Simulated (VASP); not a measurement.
# Hg (P-3m1) in VASP: single point with PBEsol

Aim: the single point of Hg with PBEsol.

All numbers are computed with VASP 6.6.1; they aren't measurements. Logs are shortened: lines on timing, memory, paths and dates and some standing lists are left out, and cuts for length are marked.

**1. The cell of the first run**

The structure is trigonal, space group P-3m1 (No. 164). The conventional cell has a = 3.585 Å, b = 3.585 Å, c = 10.859 Å, α = 90.00°, β = 90.00°, γ = 120.00°. Within 4.3 Å of Hg (site symmetry -3m) lie 12 Hg at 3.25 to 3.59 Å. Hg (site symmetry 3m) has 12 Hg at 3.25 to 3.59 Å within 4.3 Å. Within 4.7 Å of Hg (site symmetry -3m) lie 12 Hg at 3.58 to 3.59 Å.

**2. Single point, PBEsol (strained and its atoms moved)**

Input file INCAR:

```
SYSTEM = Hg
  PREC = Accurate
  ENCUT = 520
  EDIFF = 1E-7
  ISMEAR = 0
  SIGMA = 0.05
  LREAL = .False.
  LASPH = .True.
  NELM = 60
  ALGO = Fast
  ISIF = 2
  LWAVE = .False.
  LCHARG = .False.
  GGA = PS
  NBANDS = 32
```

Input file KPOINTS:

```
regular mesh
0
Gamma
  12 12 4
  0 0 0
```

Input file POSCAR:

```
Hg
1.0
    3.5850913153      0.0000000000      0.0000000000
   -1.7925456577      3.1047801540      0.0000000000
    0.0000000000      0.0000000000     10.8586737906
Hg
4
Direct
    0.0000000000      0.0000000000      0.0000000000
    0.3333333300      0.6666666700      0.2308239305
    0.0000000000      0.0000000000      0.5000000000
    0.6666666700      0.3333333300      0.7691760695
```

Potentials or basis: VASP PAW PBE potentials, release 64 (Hg).

Started as:

```console
$ cat potpaw_PBE.64/Hg/POTCAR > POTCAR
$ mpirun -np 1 vasp_std > vasp.out
```

OUTCAR:

```text
SYSTEM = Hg
   PREC = Accurate
   ENCUT = 520
   EDIFF = 1E-7
   ISMEAR = 0
   LREAL = .False.
   LASPH = .True.
   NELM = 60
   ISIF = 2
   GGA = PS

 ion  position               nearest neighbor table
   1  0.000  0.000  0.000-   2 3.25   4 3.25   4 3.25   2 3.25   4 3.25   2 3.25
   2  0.333  0.667  0.231-   1 3.25   1 3.25   1 3.25   3 3.58   3 3.58   3 3.58
   3  0.000  0.000  0.500-   2 3.58   4 3.58   4 3.58   2 3.58   4 3.58   2 3.58
   4  0.667  0.333  0.769-   1 3.25   1 3.25   1 3.25   3 3.58   3 3.58   3 3.58

  LATTYP: Found a hexagonal cell.
 ALAT       =     3.5850913153
 C/A-ratio  =     3.0288416209

  Lattice vectors:

 A1 = (   3.5850913153,   0.0000000000,   0.0000000000)
 A2 = (  -1.7925456577,   3.1047801540,   0.0000000000)
 A3 = (   0.0000000000,   0.0000000000,  10.8586737906)

Analysis of symmetry for initial positions (statically):
=====================================================================
 Subroutine PRICEL returns:
 Original cell was already a primitive cell.

 Routine SETGRP: Setting up the symmetry group for a
 hexagonal supercell.

 Subroutine GETGRP returns: Found 12 space group operations
 (whereof 12 operations were pure point group operations)
 out of a pool of 24 trial point group operations.

The static configuration has the point symmetry D_3d.

Analysis of symmetry for dynamics (positions and initial velocities):
=====================================================================
 Subroutine PRICEL returns:
 Original cell was already a primitive cell.

 Routine SETGRP: Setting up the symmetry group for a
 hexagonal supercell.

 Subroutine GETGRP returns: Found 12 space group operations
 (whereof 12 operations were pure point group operations)
 out of a pool of 24 trial point group operations.

The dynamic configuration has the point symmetry D_3d.

 Subroutine INISYM returns: Found 12 space group operations
 (whereof 12 operations are pure point group operations),
 and found     1 'primitive' translations

----------------------------------------------------------------------------------------

                                     Primitive cell

  volume of cell :     120.8670

  direct lattice vectors                    reciprocal lattice vectors
     3.585091315  0.000000000  0.000000000     0.278932923  0.161041998  0.000000000
    -1.792545658  3.104780154  0.000000000     0.000000000  0.322083996  0.000000000
     0.000000000  0.000000000 10.858673791     0.000000000  0.000000000  0.092092277
[... 89 lines left out ...]
   LREAL  =      F    real-space projection
   EDIFFG = 0.1E-05   stopping-criterion for IOM
   NSW    =      0    number of steps for IOM
   IBRION =     -1    ionic relax: 0-MD 1-quasi-New 2-CG
   NFREE  =      0    steps in history (QN), initial steepest desc. (CG)
   ISIF   =      2    stress and relaxation
   ISYM   =      2    0-nonsym 1-usesym 2-fastsym
   POTIM  = 0.5000    time-step for ionic-motion
   TEBEG  =    0.0;   TEEND  =   0.0 temperature during run
   PSTRESS=    0.0 pullay stress
   NELECT =      48.0000    total number of electrons
   NUPDOWN=      -1.0000    fix difference up-down
   EMIN   =  10.00;   EMAX   =-10.00  energy-range for DOS
   EFERMI =   0.00;   METHOD = LEGACY
   ISMEAR =     0;   SIGMA  =   0.05  broadening in eV -4-tet -1-fermi 0-gaus
   EFERMI_NEDOS =   21; number of points for ismear=-14 and -15
   IALGO  =     68    algorithm
   IMIX   =      4    mixing-type and parameters
     AMIX     =   0.40;   BMIX     =  1.00
     AMIX_MAG =   1.60;   BMIX_MAG =  1.00
  volume/ion in A,a.u.               =      30.22       203.91
  Fermi-wavevector in a.u.,A,eV,Ry     =   1.203333  2.273970 19.701388  1.448011
  Thomas-Fermi vector in A             =   2.339090
   LORBIT       =      0    0 simple, 1 ext, 2 COOP (PROOUT), +10 PAW based schemes
   GGA     = PS    functional components
   LHFCALC =     F    Hartree Fock is set to
   AEXX    =    0.0000 exact exchange contribution
   IVDW    =     0    specifies the selected vdW correction
   LEPSILON=     F    determine dielectric tensor
   LRPA    =     F    only Hartree local field effects (RPA)
 non-spin polarized calculation
 RMM-DIIS sequential band-by-band and
 Gauss-broadening in eV      SIGMA  =   0.05
  energy-cutoff  :      520.00
  volume of cell :      120.87
 maximum number of plane-waves:      3293
 NGX is ok and might be reduce to    28
   NGX = 13   NGY = 13   NGZ = 41

 number of electron      47.9999996 magnetization

 Free energy of the ion-electron system (eV)
  ---------------------------------------------------
  ext. energy  EPLUGINS =         0.00000000
  ---------------------------------------------------
  free energy    TOTEN  =        -1.86366613 eV

  energy without entropy =       -1.86318041  energy(sigma->0) =       -1.86342327

 E-fermi :   0.4501     XC(G=0):  -9.7134

 val. band max:        0.4266259479   @ k =   0.2500   0.1667   0.0000
 cond. band min:       0.5098405823   @ k =   0.0000   0.0000   0.0000
 fundamental gap:      0.0832146344
 Fermi energy:         0.4501080899

 k-point     1 :       0.0000    0.0000    0.0000
  band No.  band energies     occupation
      1      -6.6157      2.00000
      2      -6.0740      2.00000
      3      -5.7505      2.00000
      4      -5.6907      2.00000
      5      -5.6907      2.00000
      6      -5.6097      2.00000
[... 829 lines left out ...]
     31       9.8812      0.00000
     32      10.1048      0.00000

 [... further k-points ...]

------------------------ aborting loop because EDIFF is reached ----------------------------------------

  FORCE on cell =-STRESS in cart. coord.  units (eV):
  Direction    XX          YY          ZZ          XY          YZ          ZX
  --------------------------------------------------------------------------------------
  -------------------------------------------------------------------------------------
  Total       -1.8511296     -1.8511296     -1.7104562      0.0000000      0.0000000     -0.0000000
  in kB      -24.5380217    -24.5380217    -22.6732975      0.0000000      0.0000000     -0.0000000
  external PRESSURE =     -23.9164470 kB  Pullay stress =       0.0000000 kB

 VOLUME and BASIS-vectors are now :
 -----------------------------------------------------------------------------
  energy-cutoff  :      520.00
  volume of cell :      120.87
      direct lattice vectors                 reciprocal lattice vectors
     3.585091315  0.000000000  0.000000000     0.278932923  0.161041998  0.000000000
    -1.792545658  3.104780154  0.000000000     0.000000000  0.322083996  0.000000000
     0.000000000  0.000000000 10.858673791     0.000000000  0.000000000  0.092092277

 POSITION                                       TOTAL-FORCE (eV/Angst)
 -----------------------------------------------------------------------------------
      0.00000      0.00000      0.00000         0.000000      0.000000      0.000000
     -0.00000      2.06985      2.50644        -0.000000      0.000000      0.144541
      0.00000      0.00000      5.42934         0.000000      0.000000      0.000000
      1.79255      1.03493      8.35223         0.000000     -0.000000     -0.144541
 -----------------------------------------------------------------------------------
    total drift:                                0.000000      0.000000      0.000000

  FREE ENERGIE OF THE ION-ELECTRON SYSTEM (eV)
  ---------------------------------------------------
  free  energy   TOTEN  =        -1.8636661306 eV

  energy  without entropy=       -1.8631804107  energy(sigma->0) =       -1.86342327
```

OSZICAR:

```text
N       E                     dE             d eps       ncg     rms          rms(c)
DAV:   1     0.378134691274E+03    0.37813E+03   -0.23553E+04  4416   0.140E+03
DAV:   2     0.106150454200E+02   -0.36752E+03   -0.34421E+03  4544   0.365E+02
DAV:   3    -0.189329199966E+01   -0.12508E+02   -0.12305E+02  5192   0.713E+01
DAV:   4    -0.195574034190E+01   -0.62448E-01   -0.62417E-01  4560   0.417E+00
DAV:   5    -0.195588204618E+01   -0.14170E-03   -0.14170E-03  5200   0.205E-01    0.341E+00
RMM:   6    -0.186914387716E+01    0.86738E-01   -0.23132E-01  4420   0.319E+00    0.292E+00
RMM:   7    -0.186377447214E+01    0.53694E-02   -0.35382E-02  4723   0.854E-01    0.164E+00
RMM:   8    -0.186365165967E+01    0.12281E-03   -0.39435E-03  4748   0.615E-01    0.905E-02
RMM:   9    -0.186362981243E+01    0.21847E-04   -0.96945E-04  4913   0.193E-01    0.342E-02
RMM:  10    -0.186366474825E+01   -0.34936E-04   -0.10721E-04  4749   0.932E-02    0.238E-02
RMM:  11    -0.186366595087E+01   -0.12026E-05   -0.11314E-05  4954   0.195E-02    0.363E-03
RMM:  12    -0.186366620240E+01   -0.25153E-06   -0.15186E-06  4882   0.867E-03    0.276E-03
RMM:  13    -0.186366613061E+01    0.71787E-07   -0.27595E-07  3481   0.302E-03
   1 F= -.18636661E+01 E0= -.18634233E+01  d E =-.485720E-03
```

stdout:

```text
POSCAR found type information on POSCAR Hg
 POSCAR found :  1 types and       4 ions
 scaLAPACK will be used
 -----------------------------------------------------------------------------
|                                                                             |
|                                                                             |
|     You enforced a specific xc type in the INCAR file but a different       |
|     I HOPE YOU KNOW WHAT YOU ARE DOING!                                     |
|                                                                             |
 -----------------------------------------------------------------------------

 LDA part: xc-table for (Slater+PW92), standard interpolation
 POSCAR, INCAR and KPOINTS ok, starting setup
 FFT: planning ... GRIDC
 FFT: planning ... GRID_SOFT
 FFT: planning ... GRID
 WAVECAR not read
 entering main loop
```

Wall time 5.1 min (1 thread of Oxide Virtual Turin-like, shared host); peak memory 0.33 GiB.

What came out:

| Quantity | Value |
| --- | --- |
| Free energy | -1.8637 eV |
| Pressure | -2.4 GPa |
| Largest force | 0.145 eV/Å |
| Band gap on the k mesh | zero (bands 24 and 25 overlap by 0.09 eV) |

Forces in eV/Å, atoms in the order of the input:
```
Hg   0.000  0.000  0.000
Hg   0.000  0.000  0.145
Hg   0.000  0.000  0.000
Hg   0.000  0.000 -0.145
```

Stress tensor (GPa, compression positive):
```
-2.45  0.00  0.00
 0.00 -2.45  0.00
 0.00  0.00 -2.27
```

Caveat: the cell differs from its parent crystal (strained and its atoms moved); the PAW data sets were made with another functional, which shifts forces and pressure a little; spin-orbit coupling is left out, which moves the levels of the heavy elements.

The gap in the log of VASP goes by the Fermi energy; the results here count the filled bands.